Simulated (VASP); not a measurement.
Write the native input for VASP 6.6.1 that does the following.

- Task: single point
- Functional: PBE
- Potentials or basis: VASP PAW PBE potentials, release 64 (In_d, Ga_d, As)
- Cutoff: 520 eV
- k mesh: 6 × 6 × 6
- Occupations: gaussian, width 0.1 eV
- Spin: no spin polarisation
- Dipole correction: no
- Further INCAR settings: ALGO = Normal; EDIFF = 1e-06; NBANDS = 46

The structure of InGa3As4 lies in POSCAR:

```
InGa3As4
1.0
    5.8577812134      0.0000000000      0.0000000000
    0.0000000000      5.8577812134      0.0000000000
    0.0000000000      0.0000000000      5.8577812134
In Ga As
1 3 4
Direct
    0.0000000000      0.0000000000      0.0000000000
    0.5000000000      0.0000000000      0.5000000000
    0.5000000000      0.5000000000      0.0000000000
    0.0000000000      0.5000000000      0.5000000000
    0.2593681375      0.7406318625      0.7406318625
    0.2593681375      0.2593681375      0.2593681375
    0.7406318625      0.7406318625      0.2593681375
    0.7406318625      0.2593681375      0.7406318625
```

These files were run (other wordings do the same):

INCAR

```
SYSTEM = InGa3As4
ALGO = Normal
EDIFF = 1E-6
ENCUT = 520
GGA = PE
ISIF = 2
ISMEAR = 0
LASPH = .True.
LCHARG = .False.
LREAL = .False.
LWAVE = .False.
NBANDS = 46
NELM = 100
PREC = Accurate
SIGMA = 0.1
```

KPOINTS

```
k-points
0
Gamma
  6 6 6
  0 0 0
```

Potentials or basis: VASP PAW PBE potentials, release 64 (In_d, Ga_d, As).

Command:

```sh
$ cat potpaw_PBE.64/In_d/POTCAR potpaw_PBE.64/Ga_d/POTCAR potpaw_PBE.64/As/POTCAR > POTCAR
$ mpirun -np 1 vasp_std > vasp.out
```

It gave:

```
Pressure               : 0.2 GPa
Largest force          : 0.016 eV/Å
Band gap on the k mesh : zero (filled and empty bands touch)
```

Caveat: semilocal functionals underestimate gaps, and a narrow one can read as zero; spin-orbit coupling is left out, which moves the levels of the heavy elements.

It took 3.6 min on 1 thread of Intel Xeon 8259CL, with other jobs on the host, peak memory 0.43 GiB.
